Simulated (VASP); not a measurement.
BP, 2 atoms in the cell. It takes space group F-43m (No. 216, cubic). Conventional cell: a = 4.538 Å, b = 4.538 Å, c = 4.538 Å, α = 90.00°, β = 90.00°, γ = 90.00°. Within 2.6 Å of P (site symmetry -43m) lie 4 B at 1.97 Å. B (site symmetry -43m) has 4 P at 1.97 Å within 2.6 Å. 

```yaml
Program: VASP 6.6.1
Task: single point
Functional: PBEsol
Dispersion: D3(BJ)
Potentials_or_basis: VASP PAW PBE potentials, release 64 (P, B)
Cutoff: 520 eV
k_mesh: 10 × 10 × 10
Occupations: fermi-dirac, width 0.05 eV
Spin: no spin polarisation
Dipole_correction: no
Further_INCAR_settings: ALGO = Normal; EDIFF = 1e-06; NBANDS = 11
```

Potentials or basis: VASP PAW PBE potentials, release 64 (P, B).

The run is started by

```bash
$ cat potpaw_PBE.64/P/POTCAR potpaw_PBE.64/B/POTCAR > POTCAR
$ mpirun -np 1 vasp_std > vasp.out
```

Hardware: 1 thread of Intel(R) Xeon(R) Platinum 8375C CPU @ 2.90GHz (Ice Lake) (shared host).

How long does it take, and how much memory?

Run time: 6.7 s on 1 thread of Intel(R) Xeon(R) Platinum 8375C CPU @ 2.90GHz (Ice Lake) (shared host), peak memory 0.15 GiB. Counts: scf iterations 12, k points 47.
